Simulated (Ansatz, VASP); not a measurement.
**One calculation of TeO, two programs**

```
Te O
1.0
     1.56643   -4.27883    0.00000
     1.56643    4.27883    0.00000
     0.00000    0.00000    5.59830
Te O
2 2
Cartesian
  1.5664 3.5096 1.3996
  1.5664 -3.5096 4.1987
  1.5664 1.6304 1.3996
  1.5664 -1.6304 4.1987
```

Change from the starting cell: species swapped into the NdPd type (Cmcm, No. 63).

Alike in both runs: functional PBE; k mesh 6 × 6 × 4; occupations gaussian, width 0.1 eV; no spin polarisation.

Ansatz relaxed the structure, and its values are those at the end. VASP's run is a single point on that final structure, the one shown.

|  | VASP | Ansatz |
| --- | --- | --- |
| version | VASP 6.6.1 | Ansatz 0.2.0 |
| potentials or method | VASP PAW PBE potentials, release 64 (Te, O), cutoff 600 eV | scalar-relativistic, plane waves, PAW |
| valence electrons in the cell | 24 | 44 |

Ansatz gave:

```
gap on the k mesh at the Fermi level (eV) : none
pressure (GPa)                            : 0.1
rms of the force components (eV/Å)        : 0.011
```

Which values does VASP return?

gap on the k mesh at the Fermi level (eV): none; pressure (GPa): 0.0; rms of the force components (eV/Å): 0.067.

A gap of «none» marks a metal or a gap that the smearing closes. With one functional, cell and mesh, what is left measures potentials, basis and numerics. VASP's potentials hold 24 valence electrons a cell and Ansatz's 44, so a difference there can come from the potentials and not from the codes.

Spin-orbit coupling is off throughout.
